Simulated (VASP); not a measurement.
# Mo (Im-3m) in VASP: settings compared

The runs below take Mo through single point, with PBE, RPBE, PBEsol.

All numbers are computed with VASP 6.6.1; they aren't measurements. Logs are shortened: lines on timing, memory, paths and dates and some standing lists are left out, and cuts for length are marked.

## Step 1: The cell of the first run

It takes space group Im-3m (No. 229, cubic). Conventional cell: a = 3.168 Å, b = 3.168 Å, c = 3.168 Å, α = 90.00°, β = 90.00°, γ = 90.00°. Mo (site symmetry m-3m) has 14 Mo at 2.74 to 3.17 Å within 3.6 Å.

## Step 2: Single point, PBE, non-collinear spin, zero start, spin-orbit coupling

Input file INCAR:

```
SYSTEM = Mo
PREC = Accurate
ENCUT = 520
EDIFF = 1E-6
ISMEAR = -1
SIGMA = 0.05
LREAL = .False.
LASPH = .True.
NELM = 150
ALGO = Normal
ISIF = 2
LWAVE = .False.
LCHARG = .True.
MAGMOM = 0 0 0
LORBIT = 11
LSORBIT = .True.
GGA_COMPAT = .False.
LORBMOM = .True.
LMAXMIX = 4
GGA = PE
LVHAR = .True.
NBANDS = 25
```

Input file KPOINTS:

```
regular mesh
0
Gamma
  9 9 9
  0 0 0
```

Input file POSCAR:

```
Mo
1.0
   -1.5838089719      1.5838089719      1.5838089719
    1.5838089719     -1.5838089719      1.5838089719
    1.5838089719      1.5838089719     -1.5838089719
Mo
1
Direct
    0.0000000000      0.0000000000      0.0000000000
```

Potentials or basis: VASP PAW PBE potentials, release 64 (Mo_sv).

Run with:

```bash
$ cat potpaw_PBE.64/Mo_sv/POTCAR > POTCAR
$ mpirun -np 1 vasp_ncl > vasp.out
```

OUTCAR:

```text
SYSTEM = Mo
   PREC = Accurate
   ENCUT = 520
   EDIFF = 1E-6
   ISMEAR = -1
   LREAL = .False.
   LASPH = .True.
   NELM = 150
   ISIF = 2
   LORBIT = 11
   LSORBIT = .True.
   GGA = PE

 ion  position               nearest neighbor table
   1  0.000  0.000  0.000-

  LATTYP: Found a body centered cubic cell.
 ALAT       =     3.1676179438

  Lattice vectors:

 A1 = (  -1.5838089719,   1.5838089719,   1.5838089719)
 A2 = (   1.5838089719,  -1.5838089719,   1.5838089719)
 A3 = (   1.5838089719,   1.5838089719,  -1.5838089719)

Analysis of symmetry for initial positions (statically):
=====================================================================
 Subroutine PRICEL returns:
 Original cell was already a primitive cell.

 Routine SETGRP: Setting up the symmetry group for a
 body centered cubic supercell.

 Subroutine GETGRP returns: Found 48 space group operations
 (whereof 48 operations were pure point group operations)
 out of a pool of 48 trial point group operations.

The static configuration has the point symmetry O_h .

Analysis of symmetry for dynamics (positions and initial velocities):
=====================================================================
 Subroutine PRICEL returns:
 Original cell was already a primitive cell.

 Routine SETGRP: Setting up the symmetry group for a
 body centered cubic supercell.

 Subroutine GETGRP returns: Found 48 space group operations
 (whereof 48 operations were pure point group operations)
 out of a pool of 48 trial point group operations.

The dynamic configuration has the point symmetry O_h .

Analysis of structural, dynamic, and magnetic symmetry:
=====================================================================
 Subroutine PRICEL returns:
 Original cell was already a primitive cell.

 Routine SETGRP: Setting up the symmetry group for a
 body centered cubic supercell.

 Subroutine GETGRP returns: Found 48 space group operations
 (whereof 48 operations were pure point group operations)
 out of a pool of 48 trial point group operations.

The overall configuration has the point symmetry O_h .

 Subroutine INISYM returns: Found 48 space group operations
 (whereof 48 operations are pure point group operations),
 and found     1 'primitive' translations

----------------------------------------------------------------------------------------

                                     Primitive cell

  volume of cell :      15.8916

  direct lattice vectors                    reciprocal lattice vectors
    -1.583808972  1.583808972  1.583808972     0.000000000  0.315694638  0.315694638
     1.583808972 -1.583808972  1.583808972     0.315694638  0.000000000  0.315694638
     1.583808972  1.583808972 -1.583808972     0.315694638  0.315694638  0.000000000

  length of vectors
     2.743237609  2.743237609  2.743237609     0.446459639  0.446459639  0.446459639

  position of ions in fractional coordinates (direct lattice)
     0.000000000  0.000000000  0.000000000

  ion indices of the primitive-cell ions
   primitive index   ion index
                 1           1

----------------------------------------------------------------------------------------

 KPOINTS: regular mesh

Automatic generation of k-mesh.
 Grid dimensions read from file:
 generate k-points for:    9    9    9

 Generating k-lattice:

  Cartesian coordinates                     Fractional coordinates (reciprocal lattice)
     0.000000000  0.035077182  0.035077182     0.111111111  0.000000000  0.000000000
     0.035077182  0.000000000  0.035077182     0.000000000  0.111111111  0.000000000
     0.035077182  0.035077182  0.000000000     0.000000000  0.000000000  0.111111111

  Length of vectors
     0.049606627  0.049606627  0.049606627

  Shift w.r.t. Gamma in fractional coordinates (k-lattice)
[... 41 lines left out ...]
   NGXF,Y,Z  is equivalent  to a cutoff of  24.24, 24.24, 24.24 a.u.
 SYSTEM =  Mo
   PREC   = accura    normal or accurate (medium, high low for compatibility)
   ISTART =      0    job   : 0-new  1-cont  2-samecut
   ICHARG =      2    charge: 1-file 2-atom 10-const
   ISPIN  =      1    spin polarized calculation?
   LNONCOLLINEAR =      T non collinear calculations
   LSORBIT =      T    spin-orbit coupling
   LASPH  =      T    aspherical Exc in radial PAW
   ENCUT  =  520.0 eV  38.22 Ry    6.18 a.u.   5.10  5.10  5.10*2*pi/ulx,y,z
   NELM   =    150;   NELMIN=  2; NELMDL= -5     # of ELM steps
   EDIFF  = 0.1E-05   stopping-criterion for ELM
   LREAL  =      F    real-space projection
   EDIFFG = 0.1E-04   stopping-criterion for IOM
   NSW    =      0    number of steps for IOM
   IBRION =     -1    ionic relax: 0-MD 1-quasi-New 2-CG
   NFREE  =      0    steps in history (QN), initial steepest desc. (CG)
   ISIF   =      2    stress and relaxation
   ISYM   =      2    0-nonsym 1-usesym 2-fastsym
   POTIM  = 0.5000    time-step for ionic-motion
   TEBEG  =    0.0;   TEEND  =   0.0 temperature during run
   PSTRESS=    0.0 pullay stress
   NELECT =      14.0000    total number of electrons
   NUPDOWN=      -1.0000    fix difference up-down
   EMIN   =  10.00;   EMAX   =-10.00  energy-range for DOS
   EFERMI =   0.00;   METHOD = LEGACY
   ISMEAR =    -1;   SIGMA  =   0.05  broadening in eV -4-tet -1-fermi 0-gaus
   EFERMI_NEDOS =   21; number of points for ismear=-14 and -15
   IALGO  =     38    algorithm
   IMIX   =      4    mixing-type and parameters
     AMIX     =   0.40;   BMIX     =  1.00
     AMIX_MAG =   1.60;   BMIX_MAG =  1.00
  volume/ion in A,a.u.               =      15.89       107.24
  Fermi-wavevector in a.u.,A,eV,Ry     =   1.569380  2.965698 33.510508  2.462953
  Thomas-Fermi vector in A             =   2.671271
   LORBIT       =     11    0 simple, 1 ext, 2 COOP (PROOUT), +10 PAW based schemes
   GGA     = PE    functional components
   LHFCALC =     F    Hartree Fock is set to
   AEXX    =    0.0000 exact exchange contribution
   IVDW    =     0    specifies the selected vdW correction
   LEPSILON=     F    determine dielectric tensor
   LRPA    =     F    only Hartree local field effects (RPA)
  energy-cutoff  :      520.00
  volume of cell :       15.89
 maximum number of plane-waves:       874
   NGX = 11   NGY = 11   NGZ = 11

 number of electron      14.0000000 magnetization       0.0000000      0.0000000      0.0000000

 number of electron      14.0000005 magnetization      -0.0000000     -0.0000000      0.0000000

 number of electron      14.0000005 magnetization       0.0000000      0.0000000     -0.0000000

 Free energy of the ion-electron system (eV)
  ---------------------------------------------------
  ext. energy  EPLUGINS =         0.00000000
  ---------------------------------------------------
  free energy    TOTEN  =       -11.05552799 eV

  energy without entropy =      -11.04987083  energy(sigma->0) =      -11.05269941

 E-fermi :  12.3061     XC(G=0): -13.2984

 val. band max:       12.2849399669   @ k =  -0.3333   0.3333   0.2222
 cond. band min:      12.5178268852   @ k =  -0.4444   0.4444   0.2222
 fundamental gap:      0.2328869183
 Fermi energy:        12.3061324574

 k-point     1 :       0.0000    0.0000    0.0000
  band No.  band energies     occupation
      1     -48.9552      1.00000
      2     -48.9552      1.00000
      3     -23.9559      1.00000
      4     -23.9559      1.00000
      5     -21.4298      1.00000
      6     -21.4298      1.00000
[... 661 lines left out ...]
     24      26.0307      0.00000
     25      28.8086      0.00000

 [... further k-points ...]
[... 5 lines left out ...]
  --------------------------------------------------------------------------------------
  -------------------------------------------------------------------------------------
  Total       -0.1432490     -0.1432490     -0.1432490      0.0000000      0.0000000      0.0000000
  in kB      -14.4422174    -14.4422174    -14.4422174      0.0000000      0.0000000      0.0000000
  external PRESSURE =     -14.4422174 kB  Pullay stress =       0.0000000 kB

 VOLUME and BASIS-vectors are now :
 -----------------------------------------------------------------------------
  energy-cutoff  :      520.00
  volume of cell :       15.89
      direct lattice vectors                 reciprocal lattice vectors
    -1.583808972  1.583808972  1.583808972     0.000000000  0.315694638  0.315694638
     1.583808972 -1.583808972  1.583808972     0.315694638  0.000000000  0.315694638
     1.583808972  1.583808972 -1.583808972     0.315694638  0.315694638  0.000000000

 POSITION                                       TOTAL-FORCE (eV/Angst)
 -----------------------------------------------------------------------------------
      0.00000      0.00000      0.00000        -0.000000      0.000000      0.000000
 -----------------------------------------------------------------------------------
    total drift:                                0.000000     -0.000000      0.000000

  FREE ENERGIE OF THE ION-ELECTRON SYSTEM (eV)
  ---------------------------------------------------
  free  energy   TOTEN  =       -11.0555279912 eV

  energy  without entropy=      -11.0498708293  energy(sigma->0) =      -11.05269941

 orbital moment (x)

 # of ion     p       d       tot
 ----------------------------------------
  1         0.000   0.000   0.000
 ----------------------------------------
            0.000   0.000   0.000

 orbital moment (y)

 # of ion     p       d       tot
 ----------------------------------------
  1         0.000   0.000   0.000
 ----------------------------------------
            0.000   0.000   0.000

 orbital moment (z)

 # of ion     p       d       tot
 ----------------------------------------
  1         0.000   0.000   0.000
 ----------------------------------------
            0.000   0.000   0.000

 Spin-Orbit-Coupling matrix elements

 Ion:    1  E_soc:     -0.2055212
 l=   1
     0.0000000    -0.0300666    -0.0300666
    -0.0300666     0.0000000    -0.0300666
    -0.0300666    -0.0300666     0.0000000
 l=   2
     0.0000000    -0.0010586     0.0000000    -0.0010586    -0.0031283
    -0.0010586     0.0000000    -0.0023463    -0.0010586    -0.0007821
     0.0000000    -0.0023463     0.0000000    -0.0023463     0.0000000
    -0.0010586    -0.0010586    -0.0023463     0.0000000    -0.0007821
    -0.0031283    -0.0007821     0.0000000    -0.0007821     0.0000000
 l=   3
     0.0000000     0.0000000     0.0000000     0.0000000     0.0000000     0.0000000     0.0000000
     0.0000000     0.0000000     0.0000000     0.0000000     0.0000000     0.0000000     0.0000000
     0.0000000     0.0000000     0.0000000     0.0000000     0.0000000     0.0000000     0.0000000
     0.0000000     0.0000000     0.0000000     0.0000000     0.0000000     0.0000000     0.0000000
     0.0000000     0.0000000     0.0000000     0.0000000     0.0000000     0.0000000     0.0000000
     0.0000000     0.0000000     0.0000000     0.0000000     0.0000000     0.0000000     0.0000000
     0.0000000     0.0000000     0.0000000     0.0000000     0.0000000     0.0000000     0.0000000

 total charge

# of ion       s       p       d       tot
------------------------------------------
    1        2.377   6.201   3.887  12.465

 magnetization (x)

# of ion       s       p       d       tot
------------------------------------------
    1        0.000   0.000   0.000   0.000

 magnetization (y)

# of ion       s       p       d       tot
------------------------------------------
    1       -0.000   0.000   0.000  -0.000

 magnetization (z)

# of ion       s       p       d       tot
------------------------------------------
    1        0.000   0.000   0.000   0.000
```

Wall time 12 s (1 thread of Intel Xeon 6975P-C (Granite Rapids), shared host); peak memory 0.16 GiB.

Results:

```yaml
Free_energy: -11.0555 eV
Pressure: -1.4 GPa
Net_moment: 0.00 μB per cell
Valence_electrons_inside_the_program's_atomic_spheres: Mo 12.46
```

Moments on the atoms (μB; x, y, z):
```
Mo  0.00 0.00 0.00
```

## Step 3: Single point, RPBE (volume scaled by 1.15)

Input file INCAR:

```
PREC = Accurate
ENCUT = 520
EDIFF = 1E-7
ISMEAR = -1
SIGMA = 0.05
LREAL = False
LASPH = True
NELM = 80
ALGO = Normal
ISIF = 2
LWAVE = False
LCHARG = True
GGA = RP
LELF = True
LVHAR = True
NBANDS = 13
```

Input file KPOINTS:

```
regular mesh
0
Gamma
  12 12 12
```

Input file POSCAR:

```
Mo
1.0
   -1.6593401141      1.6593401141      1.6593401141
    1.6593401141     -1.6593401141      1.6593401141
    1.6593401141      1.6593401141     -1.6593401141
Mo
1
Direct
    0.0000000000      0.0000000000      0.0000000000
```

Potentials or basis: VASP PAW PBE potentials, release 64 (Mo_sv).

Run with:

```bash
$ cat potpaw_PBE.64/Mo_sv/POTCAR > POTCAR
$ mpirun -np 1 vasp_std > vasp.out
```

Run time: 17 s. Hardware: 1 thread of AMD EPYC 7R13, shared host; peak memory 0.12 GiB.

The run converged. Its results:

- Free energy: -10.1820 eV
- Pressure: -24.7 GPa
- Band gap on the k mesh: zero (band 7 reaches 13.47 eV, above the bottom of band 8 at 9.21 eV)

Levels at points of the mesh, in eV from the Fermi level:
```csv
k point,band 5,band 6,band 7,band 8,band 9,band 10
"(0.00, 0.00, 0.00)",-6.63,-1.08,-1.08,-1.08,1.41,1.41
"(0.50, 0.00, 0.00)",-4.42,-2.72,1.18,1.37,1.88,3.74
"(0.50, 0.50, 0.50)",-4.32,-4.32,3.17,3.17,3.17,7.99
```

Caveat: the PAW data sets were made with another functional, which shifts forces and pressure a little.

## Step 4: Single point, PBEsol

Input file INCAR:

```
PREC = Accurate ; ENCUT = 520
EDIFF = 1E-6 ; ISMEAR = -1
SIGMA = 0.05 ; LREAL = F
LASPH = T ; NELM = 100
ALGO = Normal ; ISIF = 2
LWAVE = F ; LCHARG = T
GGA = PS ; LELF = T
LVHAR = T ; NBANDS = 13
```

Input file KPOINTS:

```
regular mesh
0
Gamma
  9 9 9
```

Input file POSCAR:

```
Mo
1.0
   -1.5838089719      1.5838089719      1.5838089719
    1.5838089719     -1.5838089719      1.5838089719
    1.5838089719      1.5838089719     -1.5838089719
Mo
1
Direct
    0.0000000000      0.0000000000      0.0000000000
```

Run with:

```bash
$ cat potpaw_PBE.64/Mo_sv/POTCAR > POTCAR
$ mpirun -np 1 vasp_std > vasp.out
```

Run time: 3.3 s. Hardware: 1 thread of Intel Xeon 6975P-C (Granite Rapids), shared host; peak memory 0.12 GiB.

It converged, with:

```
Free energy            : -11.7811 eV
Pressure               : -9.3 GPa
Band gap on the k mesh : zero (band 7 reaches 15.40 eV, above the bottom of band 8 at 10.86 eV)
```

Levels at points of the mesh, in eV from the Fermi level:
| k point | band 4 | band 5 | band 6 | band 7 | band 8 | band 9 | band 10 | band 11 |
| --- | --- | --- | --- | --- | --- | --- | --- | --- |
| (0.00, 0.00, 0.00) | -34.49 | -7.20 | -1.31 | -1.31 | -1.31 | 1.65 | 1.65 | 14.82 |

Caveat: the PAW data sets were made with another functional, which shifts forces and pressure a little.

## Step 5: Summary

| level | spin | cell | k mesh | gap on the mesh (eV) | pressure (GPa) |
| --- | --- | --- | --- | --- | --- |
| PBE | non-collinear, zero start, SOC | a = 2.743 Å, angles 109.5°, 1 atom | 9 × 9 × 9 | - | -1.4 |
| RPBE | off | a = 2.874 Å, angles 109.5°, 1 atom | 12 × 12 × 12 | none | -24.7 |
| PBEsol | off | a = 2.743 Å, angles 109.5°, 1 atom | 9 × 9 × 9 | none | -9.3 |

Alike in all rows: task single point; potentials or basis VASP PAW PBE potentials, release 64 (Mo_sv); cutoff (eV) 520; smearing fermi-dirac 0.05 eV.

Caveats: the PAW data sets were made with another functional, which shifts forces and pressure a little (some runs).

Total energies depend on the potentials used, so only differences within one code and one set of settings carry meaning.
